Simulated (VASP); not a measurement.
Wanted: the native input for a VASP 6.6.1 run.

```
Task                   : single point
Functional             : PBEsol
Potentials or basis    : VASP PAW PBE potentials, release 64 (Al, N)
Cutoff                 : 520 eV
k mesh                 : 10 × 10 × 6
Occupations            : fermi-dirac, width 0.05 eV
Spin                   : no spin polarisation
Dipole correction      : no
Further INCAR settings : ALGO = Normal; EDIFF = 1e-06; NBANDS = 16
```

The structure of AlN lies in POSCAR:

```
AlN
1.0
    3.1137912365      0.0000000000      0.0000000000
   -1.5568956183      2.6966223129      0.0000000000
    0.0000000000      0.0000000000      4.9834288576
Al N
2 2
Direct
    0.6666666667      0.3333333333      0.4990046855
    0.3333333333      0.6666666667     -0.0009953145
    0.6666666667      0.3333333333      0.8809953145
    0.3333333333      0.6666666667      0.3809953145
```

One way to write it, as run:

INCAR

```
  ALGO = Normal
  EDIFF = 1E-6
  ENCUT = 520
  GGA = PS
  ISIF = 2
  ISMEAR = -1
  LASPH = True
  LCHARG = False
  LREAL = False
  LWAVE = False
  NBANDS = 16
  NELM = 60
  PREC = Accurate
  SIGMA = 0.05
```

KPOINTS

```
k-points
0
Gamma
  10 10 6
```

Potentials or basis: VASP PAW PBE potentials, release 64 (Al, N).

Run with:

```console
$ cat potpaw_PBE.64/Al/POTCAR potpaw_PBE.64/N/POTCAR > POTCAR
$ mpirun -np 1 vasp_std > vasp.out
```

Results of the run:

The pressure is -0.1 GPa. The band gap on the k mesh is 4.11 eV.

Caveat: the PAW data sets were made with another functional, which shifts forces and pressure a little.

It took 45 s on 1 thread of Intel Xeon 8259CL (shared host), peak memory 0.17 GiB.
